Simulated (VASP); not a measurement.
Runs of VASP 6.6.1 on Al. The structure is that of space group Fm-3m (No. 225), or close to it. The cells are those of the table. 

```csv
task,level,cell,k mesh,cutoff (eV),gap on the mesh (eV),pressure (GPa)
relaxation of cell and atoms,PBEsol,"relaxed from a = 2.862 Å, angles 60.0°, 1 atom",18 × 18 × 18,600,none,0.0
single point,PBEsol,"a = 2.839 Å, angles 60.0°, 1 atom",18 × 18 × 18,520,none,0.0
single point,PBEsol,"a = 3.011, b = 2.971, c = 2.910 Å, angles 61.8, 61.6, 62.0°, 1 atom",14 × 14 × 16,520,none,-9.2
single point,PBEsol,"a = 2.862 Å, angles 60.0°, 1 atom",8 × 8 × 8,500,none,-1.8
single point,r2SCAN,"a = 2.762 Å, angles 60.0°, 1 atom",18 × 18 × 18,520,none,(a)
```

Alike in all rows: potentials or basis VASP PAW PBE potentials, release 64 (Al); no spin polarisation; smearing gaussian 0.1 eV.

Fill in the values left out.

(a) 6.6.

Caveats: the PAW data sets were made with another functional, which shifts forces and pressure a little.

A gap of «none» marks levels without a gap at the run's occupations.
